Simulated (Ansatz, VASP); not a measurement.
## One calculation of SnSe, two programs

POSCAR

```
SnSe
1.0
    0.0000000000      2.8820286276      2.8820286276
    2.8820286276      0.0000000000      2.8820286276
    2.8820286276      2.8820286276      0.0000000000
Sn Se
1 1
Direct
    0.0000000000      0.0000000000      0.0000000000
    0.5000000000      0.5000000000      0.5000000000
```

The input INCAR.step1:

```
SYSTEM = SnSe
ALGO = Normal
EDIFF = 1E-5
ENCUT = 400
GGA = PE
GGA_COMPAT = .False.
ISIF = 2
ISMEAR = -1
LASPH = .True.
LREAL = .False.
LWAVE = .True.
NBANDS = 17
NELM = 120
PREC = Accurate
SIGMA = 0.02
```

INCAR.step2

```
SYSTEM = SnSe
ALGO = Normal
EDIFF = 1E-6
ENCUT = 400
GGA = PE
GGA_COMPAT = .False.
HFSCREEN = 0.2079
ISIF = 2
ISMEAR = -1
ISTART = 1
LASPH = .True.
LCHARG = .True.
LELF = .True.
LHFCALC = .True.
LREAL = .False.
LVHAR = .True.
LWAVE = .False.
NBANDS = 17
NELM = 120
PREC = Accurate
PRECFOCK = Normal
SIGMA = 0.02
```

File KPOINTS:

```
k-points
0
Gamma
  6 6 6
  0 0 0
```

Input for Ansatz:

```yaml
crystal:
  lattice:
    - [0.0, 2.8820286276, 2.8820286276]
    - [2.8820286276, 0.0, 2.8820286276]
    - [2.8820286276, 2.8820286276, 0.0]
  atoms:
    - { symbol: Sn, position: [0.0, 0.0, 0.0] }
    - { symbol: Se, position: [0.5, 0.5, 0.5] }
kpoints:
  mp_grid: { grid: [6, 6, 6] }
  band_path:
    path:
      - [0.0, 0.0, 0.0]
      - [0.5, 0.0, 0.5]
      - [0.625, 0.25, 0.625]
      - [0.375, 0.375, 0.75]
      - [0.5, 0.5, 0.5]
      - [0.5, 0.25, 0.75]
      - [0.5, 0.475, 0.525]
      - [-0.07487, -0.074219, -0.483236]
      - [-0.07487, -0.041016, 0.470215]
    npoints: 1
hamiltonian:
  xc: hse06
scf:
  occupations: { method: fermi_dirac, width: 0.02 }
  n_extra_bands: 4
output:
  forces: true
  stress: true
  eigenvalues: true
  write_density: true
  write_potential: true
  elf: true
  volumetric_format: npy
```

Change from the starting cell: hydrostatic strain -4.0%.

Alike in both runs: task single point; functional HSE06; k mesh 6 × 6 × 6; occupations fermi-dirac, width 0.02 eV; no spin polarisation.

|  | VASP | Ansatz |
| --- | --- | --- |
| version | VASP 6.6.1 | Ansatz 0.2.0 |
| potentials or method | VASP PAW PBE potentials, release 64 (Sn_d, Se) | plane waves, PAW |
| plane-wave cutoff (eV) | 400 | 420 |
| valence electrons in the cell | 20 | 30 |

```csv
,VASP,Ansatz,Ansatz less VASP
gap on the k mesh at the Fermi level (eV),1.14,1.15,+0.009
pressure (GPa),8.1,8.2,+0.12
```

The functional is the same, so the differences come from potentials, cutoffs and numerics. VASP's potentials hold 20 valence electrons a cell and Ansatz's 30, so a difference there can come from the potentials and not from the codes. Ansatz's warnings: stress exchange threshold loose, stress scf threshold loose.
